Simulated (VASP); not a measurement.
Input of a VASP 6.6.1 run:

Contents of POSCAR:

```
Au
1.0
    0.0000000000      2.8000000000      2.8000000000
    2.8000000000      0.0000000000      2.8000000000
    2.8000000000      2.8000000000      0.0000000000
Au
2
Direct
    0.0000000000      0.0000000000      0.0000000000
    0.2500000000      0.2500000000      0.2500000000
```

INCAR.step1

```
SYSTEM = Au
  PREC = Accurate
  ENCUT = 600
  ISMEAR = 0
  SIGMA = 0.05
  LREAL = .FALSE.
  LASPH = .TRUE.
  NELM = 60
  GGA = PE
  ALGO = Normal
  EDIFF = 1E-4
  LWAVE = .TRUE.
  LCHARG = .FALSE.
```

The input INCAR.step2:

```
SYSTEM = Au
  PREC = Accurate
  ENCUT = 600
  EDIFF = 1E-6
  ISMEAR = 0
  SIGMA = 0.05
  LREAL = .FALSE.
  LASPH = .TRUE.
  NELM = 60
  ALGO = Normal
  ISIF = 3
  LWAVE = .FALSE.
  LCHARG = .FALSE.
  METAGGA = R2SCAN
  LMIXTAU = .TRUE.
  IBRION = 2
  NSW = 80
  EDIFFG = -0.03
  PSTRESS = 150.0
  ISTART = 1
```

The input KPOINTS:

```
Automatic mesh
0
G
  6 6 6
  0 0 0
```

Potentials or basis: VASP PAW PBE potentials, release 64 (Au).

The run is started by

```bash
$ cat potpaw_PBE.64/Au/POTCAR > POTCAR
$ cp INCAR.step1 INCAR
$ mpirun -np 1 vasp_std > vasp.out
$ cp INCAR.step2 INCAR
$ mpirun -np 1 vasp_std > vasp.out
```

(1) Estimate the space group after relaxing (to 0.05 Å).

(2) Predict the relaxed volume.

(3) What does it give for the band gap on the k mesh?

(4) Predict the relaxed cell.

Answers

(1) Fd-3m (No. 227).

(2) 24.16 Å³/atom.

(3) zero (band 11 reaches 4.99 eV, above the bottom of band 12 at 4.30 eV).

(4) a = 4.088 Å, b = 4.088 Å, c = 4.088 Å, α = 60.00°, β = 60.00°, γ = 60.00°.

Caveat: the cell is relaxed towards a set pressure, so the enthalpy falls and the energy may rise; the PAW data sets were made with another functional, which shifts forces and pressure a little; spin-orbit coupling is left out, which moves the levels of the heavy elements.
